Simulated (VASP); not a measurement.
Wanted: the native input for a VASP 6.6.1 run.

- Task: single point
- Functional: PBE
- Potentials or basis: VASP PAW PBE potentials, release 64 (Si, O)
- Cutoff: 520 eV
- k mesh: 6 × 6 × 4
- Occupations: gaussian, width 0.05 eV
- Spin: no spin polarisation
- Dipole correction: no
- Further INCAR settings: ALGO = Normal; EDIFF = 1e-06; NBANDS = 34

The structure of SiO2 lies in POSCAR:

```
SiO2
1.0
    5.1053779309      0.0000000000      0.0000000000
   -2.5526889655      4.4213869841      0.0000000000
    0.0000000000      0.0000000000      5.6688224979
Si O
3 6
Direct
    0.0000000000      0.5000000000      0.3333333333
    0.5000000000      0.5000000000      0.6666666667
    0.5000000000      0.0000000000      0.0000000000
    0.5839605948      0.7919802974      0.8333333333
    0.7919802974      0.5839605948      0.5000000000
    0.7919802974      0.2080197026      0.1666666667
    0.4160394052      0.2080197026      0.8333333333
    0.2080197026      0.4160394052      0.5000000000
    0.2080197026      0.7919802974      0.1666666667
```

This cell differs from its parent crystal: strain +0.000 along x and y, +0.015 along z.

These files were run (other wordings do the same):

INCAR

```
PREC     = Accurate       # precision mode
ENCUT    = 520            # plane-wave cutoff, eV
EDIFF    = 1E-6           # SCF threshold, eV
ISMEAR   = 0              # smearing method
SIGMA    = 0.05           # smearing width, eV
LREAL    = False          # projectors in reciprocal space
LASPH    = True           # aspherical terms in the spheres
NELM     = 80             # most SCF steps
ALGO     = Normal         # electronic algorithm
ISIF     = 2              # what is computed and relaxed
LWAVE    = False          # write WAVECAR
LCHARG   = True           # write CHGCAR
GGA      = PE             # functional
LELF     = True           # ELF
LVHAR    = True         
NBANDS   = 34             # bands
```

KPOINTS

```
regular mesh
0
Gamma
  6 6 4
```

Potentials or basis: VASP PAW PBE potentials, release 64 (Si, O).

Launch:

```bash
$ cat potpaw_PBE.64/Si/POTCAR potpaw_PBE.64/O/POTCAR > POTCAR
$ mpirun -np 1 vasp_std > vasp.out
```

It gave:

```json
{"Pressure": "-2.5 GPa", "Largest force": "0.103 eV/Å", "Band gap on the k mesh": "5.43 eV (least direct gap 5.58 eV)"}
```

Caveat: the cell differs from its parent crystal (strain +0.000 along x and y, +0.015 along z).

Run time: 120 s on 1 thread of Intel Xeon 8259CL, with other jobs on the host, peak memory 0.26 GiB.
